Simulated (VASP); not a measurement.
Here is a VASP 6.6.1 calculation.

INCAR

```
PREC = Accurate
ENCUT = 500
EDIFF = 1E-6
ISMEAR = -1
SIGMA = 0.02
LREAL = F
LASPH = T
NELM = 120
ALGO = Normal
ISIF = 2
LWAVE = F
LCHARG = F
GGA = PE
NBANDS = 16
GGA_COMPAT = F
```

File KPOINTS:

```
regular mesh
0
Gamma
  6 6 6
```

Contents of POSCAR:

```
HgTe
1.0
    0.0000000000      3.2891578872      3.2891578872
    3.2891578872      0.0000000000      3.2891578872
    3.2891578872      3.2891578872      0.0000000000
Hg Te
1 1
Direct
    0.0000000000      0.0000000000      0.0000000000
    0.2500000000      0.2500000000      0.2500000000
```

Potentials or basis: VASP PAW PBE potentials, release 64 (Hg, Te).

The run is started by

```console
$ cat potpaw_PBE.64/Hg/POTCAR potpaw_PBE.64/Te/POTCAR > POTCAR
$ mpirun -np 1 vasp_std > vasp.out
```

(1) What does it give for the pressure?

(2) Estimate the band gap on the k mesh.

Answers

(1) 1.3 GPa.

(2) zero (filled and empty bands touch).

Caveat: semilocal functionals underestimate gaps, so a narrow gap can read as zero; spin-orbit coupling is left out, which moves the levels of the heavy elements.
